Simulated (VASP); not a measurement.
# K3ScSi (Pm-3m) in VASP: single point with PBE

Aim: the single point of K3ScSi with PBE.

Program: VASP 6.6.1. These are calculated values, not measurements. Logs are shortened: lines on timing, memory, paths and dates and some standing lists are left out, and cuts for length are marked.

**1. The cell of the first run**

The structure is cubic, space group Pm-3m (No. 221). The conventional cell has a = 6.860 Å, b = 6.860 Å, c = 6.860 Å, α = 90.00°, β = 90.00°, γ = 90.00°. K (site symmetry 4/mmm) has 2 Sc at 3.43 Å within 4.5 Å. Within 4.5 Å of Sc (site symmetry m-3m) lie 6 K at 3.43 Å.

The cell was built from a structure type or drawn by symmetry, and may not be a known phase.

**2. Single point, PBE, collinear spin**

Contents of INCAR:

```
PREC = Accurate
ENCUT = 520
EDIFF = 1E-6
ISMEAR = 0
SIGMA = 0.1
LREAL = F
LASPH = T
NELM = 150
ALGO = Normal
ISIF = 2
LWAVE = F
LCHARG = F
ISPIN = 2
MAGMOM = 0 0 0 1.28 -1.8
LORBIT = 11
LMAXMIX = 4
GGA = PE
NBANDS = 33
```

Contents of KPOINTS:

```
regular mesh
0
Gamma
  6 6 6
```

Contents of POSCAR:

```
K3ScSi
1.0
    6.8599727713      0.0000000000      0.0000000000
    0.0000000000      6.8599727713      0.0000000000
    0.0000000000      0.0000000000      6.8599727713
K Sc Si
3 1 1
Direct
    0.5000000000      0.0000000000      0.0000000000
    0.0000000000      0.5000000000      0.0000000000
    0.0000000000      0.0000000000      0.5000000000
    0.0000000000      0.0000000000      0.0000000000
    0.5000000000      0.5000000000      0.5000000000
```

Potentials or basis: VASP PAW PBE potentials, release 64 (K_sv, Sc_sv, Si).

Launch:

```
$ cat potpaw_PBE.64/K_sv/POTCAR potpaw_PBE.64/Sc_sv/POTCAR potpaw_PBE.64/Si/POTCAR > POTCAR
$ mpirun -np 1 vasp_std > vasp.out
```

OUTCAR:

```text
PREC = Accurate
   ENCUT = 520
   EDIFF = 1E-6
   ISMEAR = 0
   LREAL = F
   LASPH = T
   NELM = 150
   ISIF = 2
   ISPIN = 2
   LORBIT = 11
   GGA = PE

 ion  position               nearest neighbor table
   1  0.500  0.000  0.000-   4 3.43   4 3.43
   2  0.000  0.500  0.000-   4 3.43   4 3.43
   3  0.000  0.000  0.500-   4 3.43   4 3.43
   4  0.000  0.000  0.000-   1 3.43   2 3.43   3 3.43   3 3.43   2 3.43   1 3.43
   5  0.500  0.500  0.500-

  LATTYP: Found a simple cubic cell.
 ALAT       =     6.8599727713

  Lattice vectors:

 A1 = (   6.8599727713,   0.0000000000,   0.0000000000)
 A2 = (   0.0000000000,   6.8599727713,   0.0000000000)
 A3 = (   0.0000000000,   0.0000000000,   6.8599727713)

Analysis of symmetry for initial positions (statically):
=====================================================================
 Subroutine PRICEL returns:
 Original cell was already a primitive cell.

 Routine SETGRP: Setting up the symmetry group for a
 simple cubic supercell.

 Subroutine GETGRP returns: Found 48 space group operations
 (whereof 48 operations were pure point group operations)
 out of a pool of 48 trial point group operations.

The static configuration has the point symmetry O_h .

Analysis of symmetry for dynamics (positions and initial velocities):
=====================================================================
 Subroutine PRICEL returns:
 Original cell was already a primitive cell.

 Routine SETGRP: Setting up the symmetry group for a
 simple cubic supercell.

 Subroutine GETGRP returns: Found 48 space group operations
 (whereof 48 operations were pure point group operations)
 out of a pool of 48 trial point group operations.

The dynamic configuration has the point symmetry O_h .

Analysis of structural, dynamic, and magnetic symmetry:
=====================================================================
 Subroutine PRICEL returns:
 Original cell was already a primitive cell.

 Routine SETGRP: Setting up the symmetry group for a
 simple cubic supercell.

 Subroutine GETGRP returns: Found 48 space group operations
 (whereof 48 operations were pure point group operations)
 out of a pool of 48 trial point group operations.

The overall configuration has the point symmetry O_h .

 Subroutine INISYM returns: Found 48 space group operations
 (whereof 48 operations are pure point group operations),
 and found     1 'primitive' translations

----------------------------------------------------------------------------------------

                                     Primitive cell

  volume of cell :     322.8250

  direct lattice vectors                    reciprocal lattice vectors
     6.859972771  0.000000000  0.000000000     0.145773173  0.000000000  0.000000000
     0.000000000  6.859972771  0.000000000     0.000000000  0.145773173  0.000000000
     0.000000000  0.000000000  6.859972771     0.000000000  0.000000000  0.145773173

  length of vectors
     6.859972771  6.859972771  6.859972771     0.145773173  0.145773173  0.145773173

  position of ions in fractional coordinates (direct lattice)
     0.500000000  0.000000000  0.000000000
     0.000000000  0.500000000  0.000000000
     0.000000000  0.000000000  0.500000000
     0.000000000  0.000000000  0.000000000
     0.500000000  0.500000000  0.500000000

  ion indices of the primitive-cell ions
   primitive index   ion index
                 1           1
                 2           2
                 3           3
                 4           4
                 5           5

----------------------------------------------------------------------------------------

 KPOINTS: regular mesh

Automatic generation of k-mesh.
 Grid dimensions read from file:
 generate k-points for:    6    6    6

 Generating k-lattice:

  Cartesian coordinates                     Fractional coordinates (reciprocal lattice)
     0.024295529  0.000000000  0.000000000     0.166666667  0.000000000  0.000000000
     0.000000000  0.024295529  0.000000000     0.000000000  0.166666667  0.000000000
     0.000000000  0.000000000  0.024295529     0.000000000  0.000000000  0.166666667

  Length of vectors
     0.024295529  0.024295529  0.024295529

  Shift w.r.t. Gamma in fractional coordinates (k-lattice)
     0.000000000  0.000000000  0.000000000

 Subroutine IBZKPT returns following result:
 ===========================================

 Found     20 irreducible k-points:

 Following reciprocal coordinates:
            Coordinates               Weight
  0.000000  0.000000  0.000000      1.000000
  0.166667  0.000000  0.000000      6.000000
  0.333333  0.000000  0.000000      6.000000
  0.500000  0.000000  0.000000      3.000000
  0.166667  0.166667  0.000000     12.000000
  0.333333  0.166667  0.000000     24.000000
[... 12 lines left out ...]
  0.500000  0.500000  0.333333      6.000000
  0.500000  0.500000  0.500000      1.000000
   k-points           NKPTS =     20   k-points in BZ     NKDIM =     20   number of bands    NBANDS=     33
   number of dos      NEDOS =    301   number of ions     NIONS =      5
   total plane-waves  NPLWV = 157464
   dimension x,y,z NGX =    54 NGY =   54 NGZ =   54
   dimension x,y,z NGXF=   108 NGYF=  108 NGZF=  108
   ions per type =               3   1   1
   NGX,Y,Z   is equivalent  to a cutoff of  13.09, 13.09, 13.09 a.u.
   NGXF,Y,Z  is equivalent  to a cutoff of  26.17, 26.17, 26.17 a.u.
 SYSTEM =  unknown system
   PREC   = accura    normal or accurate (medium, high low for compatibility)
   ISTART =      0    job   : 0-new  1-cont  2-samecut
   ICHARG =      2    charge: 1-file 2-atom 10-const
   ISPIN  =      2    spin polarized calculation?
   LNONCOLLINEAR =      F non collinear calculations
   LSORBIT =      F    spin-orbit coupling
   LASPH  =      T    aspherical Exc in radial PAW
   ENCUT  =  520.0 eV  38.22 Ry    6.18 a.u.  12.76 12.76 12.76*2*pi/ulx,y,z
   NELM   =    150;   NELMIN=  2; NELMDL= -5     # of ELM steps
   EDIFF  = 0.1E-05   stopping-criterion for ELM
   LREAL  =      F    real-space projection
   EDIFFG = 0.1E-04   stopping-criterion for IOM
   NSW    =      0    number of steps for IOM
   IBRION =     -1    ionic relax: 0-MD 1-quasi-New 2-CG
   NFREE  =      0    steps in history (QN), initial steepest desc. (CG)
   ISIF   =      2    stress and relaxation
   ISYM   =      2    0-nonsym 1-usesym 2-fastsym
   POTIM  = 0.5000    time-step for ionic-motion
   TEBEG  =    0.0;   TEEND  =   0.0 temperature during run
   PSTRESS=    0.0 pullay stress
   NELECT =      42.0000    total number of electrons
   NUPDOWN=      -1.0000    fix difference up-down
   EMIN   =  10.00;   EMAX   =-10.00  energy-range for DOS
   EFERMI =   0.00;   METHOD = LEGACY
   ISMEAR =     0;   SIGMA  =   0.10  broadening in eV -4-tet -1-fermi 0-gaus
   EFERMI_NEDOS =   21; number of points for ismear=-14 and -15
   IALGO  =     38    algorithm
   IMIX   =      4    mixing-type and parameters
     AMIX     =   0.40;   BMIX     =  1.00
     AMIX_MAG =   1.60;   BMIX_MAG =  1.00
  volume/ion in A,a.u.               =      64.57       435.71
  Fermi-wavevector in a.u.,A,eV,Ry     =   0.829537  1.567597  9.362590  0.688131
  Thomas-Fermi vector in A             =   1.942100
   LORBIT       =     11    0 simple, 1 ext, 2 COOP (PROOUT), +10 PAW based schemes
   GGA     = PE    functional components
   LHFCALC =     F    Hartree Fock is set to
   AEXX    =    0.0000 exact exchange contribution
   IVDW    =     0    specifies the selected vdW correction
   LEPSILON=     F    determine dielectric tensor
   LRPA    =     F    only Hartree local field effects (RPA)
 spin polarized calculation
 Gauss-broadening in eV      SIGMA  =   0.10
  energy-cutoff  :      520.00
  volume of cell :      322.83
 maximum number of plane-waves:      8724
 NGX is ok and might be reduce to    54
   NGX = 25   NGY = 25   NGZ = 25

 number of electron      42.0000007 magnetization       0.0003180

 number of electron      42.0000007 magnetization      -0.0012531

 Free energy of the ion-electron system (eV)
  ---------------------------------------------------
  ext. energy  EPLUGINS =         0.00000000
  ---------------------------------------------------
  free energy    TOTEN  =        -8.33963331 eV

  energy without entropy =       -8.25452231  energy(sigma->0) =       -8.29707781

 E-fermi :  -0.3791     XC(G=0):  -5.8079

 val. band max:       -0.3881132039   @ k =   0.3333   0.1667   0.1667
 cond. band min:      -0.3783278916   @ k =   0.3333   0.1667   0.1667
 fundamental gap:      0.0097853122
 Fermi energy:        -0.3790717294

 spin component 1

 k-point     1 :       0.0000    0.0000    0.0000
  band No.  band energies     occupation
      1     -51.0411      1.00000
      2     -32.1415      1.00000
      3     -32.1389      1.00000
      4     -32.1389      1.00000
      5     -29.7236      1.00000
      6     -29.7236      1.00000
[... 25 lines left out ...]
     32       2.0167      0.00000
     33       3.3250      0.00000

 k-point     2 :       0.1667    0.0000    0.0000
  band No.  band energies     occupation
      1     -51.0411      1.00000
      2     -32.1414      1.00000
      3     -32.1392      1.00000
      4     -32.1389      1.00000
      5     -29.7235      1.00000
      6     -29.7235      1.00000
[... 25 lines left out ...]
     32       2.2934      0.00000
     33       3.3765      0.00000
[... 610 lines left out ...]
     32       3.4619      0.00000
     33       3.5414      0.00000

 k-point    20 :       0.5000    0.5000    0.5000
  band No.  band energies     occupation
      1     -51.0410      1.00000
      2     -32.1404      1.00000
      3     -32.1404      1.00000
      4     -32.1404      1.00000
      5     -29.7223      1.00000
      6     -29.7223      1.00000
[... 25 lines left out ...]
     32       3.5806      0.00000
     33       3.5864      0.00000
 Fermi energy:        -0.3790717294

 spin component 2

 k-point     1 :       0.0000    0.0000    0.0000
  band No.  band energies     occupation
      1     -50.1246      1.00000
      2     -32.1215      1.00000
      3     -32.1191      1.00000
      4     -32.1191      1.00000
      5     -28.7981      1.00000
      6     -28.7981      1.00000
[... 25 lines left out ...]
     32       1.9482      0.00000
     33       3.5967      0.00000

 k-point     2 :       0.1667    0.0000    0.0000
  band No.  band energies     occupation
      1     -50.1246      1.00000
      2     -32.1214      1.00000
      3     -32.1193      1.00000
      4     -32.1191      1.00000
      5     -28.7981      1.00000
      6     -28.7981      1.00000
[... 25 lines left out ...]
     32       2.3160      0.00000
     33       3.6379      0.00000
[... 610 lines left out ...]
     32       3.3823      0.00000
     33       3.5411      0.00000

 k-point    20 :       0.5000    0.5000    0.5000
  band No.  band energies     occupation
      1     -50.1246      1.00000
      2     -32.1203      1.00000
      3     -32.1203      1.00000
      4     -32.1203      1.00000
      5     -28.7970      1.00000
      6     -28.7970      1.00000
[... 25 lines left out ...]
     32       3.4325      0.00000
     33       3.4386      0.00000

------------------------ aborting loop because EDIFF is reached ----------------------------------------

  FORCE on cell =-STRESS in cart. coord.  units (eV):
  Direction    XX          YY          ZZ          XY          YZ          ZX
  --------------------------------------------------------------------------------------
  -------------------------------------------------------------------------------------
  Total        0.0084438      0.0084438      0.0084438      0.0000000     -0.0000000     -0.0000000
  in kB        0.0419066      0.0419066      0.0419066      0.0000000     -0.0000000     -0.0000000
  external PRESSURE =       0.0419066 kB  Pullay stress =       0.0000000 kB

 VOLUME and BASIS-vectors are now :
 -----------------------------------------------------------------------------
  energy-cutoff  :      520.00
  volume of cell :      322.83
      direct lattice vectors                 reciprocal lattice vectors
     6.859972771  0.000000000  0.000000000     0.145773173  0.000000000  0.000000000
     0.000000000  6.859972771  0.000000000     0.000000000  0.145773173  0.000000000
     0.000000000  0.000000000  6.859972771     0.000000000  0.000000000  0.145773173

 POSITION                                       TOTAL-FORCE (eV/Angst)
 -----------------------------------------------------------------------------------
      3.42999      0.00000      0.00000         0.000000      0.000000      0.000000
      0.00000      3.42999      0.00000         0.000000      0.000000      0.000000
      0.00000      0.00000      3.42999         0.000000      0.000000      0.000000
      0.00000      0.00000      0.00000         0.000000      0.000000      0.000000
      3.42999      3.42999      3.42999         0.000000      0.000000      0.000000
 -----------------------------------------------------------------------------------
    total drift:                                0.000000     -0.000000      0.000000

  FREE ENERGIE OF THE ION-ELECTRON SYSTEM (eV)
  ---------------------------------------------------
  free  energy   TOTEN  =        -8.3396333077 eV

  energy  without entropy=       -8.2545223069  energy(sigma->0) =       -8.29707781

 total charge

# of ion       s       p       d       tot
------------------------------------------
    1        1.974   5.556   0.021   7.551
    2        1.974   5.556   0.021   7.551
    3        1.974   5.556   0.021   7.551
    4        2.344   5.982   1.070   9.396
    5        0.905   0.606   0.000   1.511
--------------------------------------------------
tot          9.172  23.255   1.134  33.560

 magnetization (x)

# of ion       s       p       d       tot
------------------------------------------
    1        0.008   0.001   0.008   0.018
    2        0.008   0.001   0.008   0.018
    3        0.008   0.001   0.008   0.018
    4        0.001   0.040   1.031   1.071
    5        0.000  -0.513   0.000  -0.513
--------------------------------------------------
tot          0.025  -0.470   1.056   0.611
```

Wall time 9.1 min (1 thread of Intel Xeon Platinum 8488C (Sapphire Rapids), shared host); peak memory 0.7 GiB.

Results:

```
Free energy                                           : -8.3396 eV
Pressure                                              : 0.0 GPa
Band gap on the k mesh                                : zero (filled and empty bands overlap)
Net moment                                            : 0.00 μB per cell
Site moments                                          : K +0.02; Sc +1.07; Si -0.51 μB
Valence electrons inside the program's atomic spheres : K 7.55; Sc 9.40; Si 1.51
```
